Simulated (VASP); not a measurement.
ZrS2:

```xyz
3
Lattice="3.6744 0.0000 0.0000 -1.8372 3.1821 0.0000 0.0000 0.0000 5.8571" Properties=species:S:1:pos:R:3 pbc="T T T"
Zr    0.0000    0.0000    0.0000
S     1.8372    1.0607    4.4149
S     0.0000    2.1214    1.4422
```

Program: VASP 6.6.1. Alike in all runs: task single point; potentials or basis VASP PAW PBE potentials, release 64 (Zr_sv, S); no spin polarisation; cell as given.

Problem. Order these runs on this cell by their band gap on the k mesh, lowest first.
A. level PBEsol; k mesh 6 × 6 × 4; cutoff (eV) 500; smearing gaussian 0.5 eV
B. level PBEsol; k mesh 2 × 2 × 2; cutoff (eV) 500; smearing gaussian 0.01 eV
C. level r2SCAN; k mesh 6 × 6 × 4; cutoff (eV) 550; smearing gaussian 0.01 eV

Solution. B (0.53 eV), A (0.82 eV), C (1.19 eV).

Caveats: some runs use coarse meshes.

A k mesh can miss the band edges.
